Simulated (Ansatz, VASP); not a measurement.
**One calculation of Ge, two programs**

```
CELL_PARAMETERS angstrom
0.00000 2.82900 2.82900
2.82900 0.00000 2.82900
2.82900 2.82900 0.00000
ATOMIC_POSITIONS crystal
Ge 0.00000 0.00000 0.00000
Ge 0.25000 0.25000 0.25000
```

Alike in both runs: task relaxation of cell and atoms; functional PBEsol; k mesh 12 × 12 × 12; occupations gaussian, width 0.1 eV; no spin polarisation.

```csv
,VASP,Ansatz
version,VASP 6.6.1,Ansatz 0.2.0
potentials or method,"VASP PAW PBE potentials, release 64 (Ge_d), cutoff 600 eV","scalar-relativistic, plane waves, PAW"
valence electrons in the cell,28,28
```

|  | VASP | Ansatz | Ansatz less VASP |
| --- | --- | --- | --- |
| gap on the k mesh at the Fermi level, each at its own relaxed structure (eV) | none | none | - |
| relaxed volume (Å³/atom) | 22.82 | 22.85 | +0.029 |
| relaxed length of the cell vector where the two differ most in proportion (Å) | 4.012 | 4.013 | +0.0017 |

VASP's potentials were made for PBE, not for PBEsol, and Ansatz warns of the same on its side. A gap of «none» marks a metal or a gap that the smearing closes.
